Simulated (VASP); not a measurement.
Here is a VASP 6.6.1 calculation.

File INCAR:

```
ALGO = Normal
EDIFF = 1E-6
ENCUT = 520
GGA = CA
ISIF = 2
ISMEAR = -1
LASPH = T
LCHARG = F
LREAL = F
LWAVE = F
NBANDS = 18
NELM = 80
PREC = Accurate
SIGMA = 0.05
```

File KPOINTS:

```
k-points
0
Gamma
  11 11 11
```

File POSCAR:

```
La
1.0
    0.0000000000      2.7465441524      2.7465441524
    2.7465441524      0.0000000000      2.7465441524
    2.7465441524      2.7465441524      0.0000000000
La
2
Direct
   -0.1250000000     -0.1250000000     -0.1250000000
    0.1250000000      0.1250000000      0.1250000000
```

Potentials or basis: VASP PAW LDA potentials, release 64 (La).

Launch:

```console
$ cat potpaw_LDA.64/La/POTCAR > POTCAR
$ mpirun -np 1 vasp_std > vasp.out
```

Estimate the pressure.

107.0 GPa.

What does it give for the band gap on the k mesh?

Zero (band 11 reaches 13.72 eV, above the bottom of band 12 at 13.51 eV).

Caveat: spin-orbit coupling is left out, which moves the levels of the heavy elements.
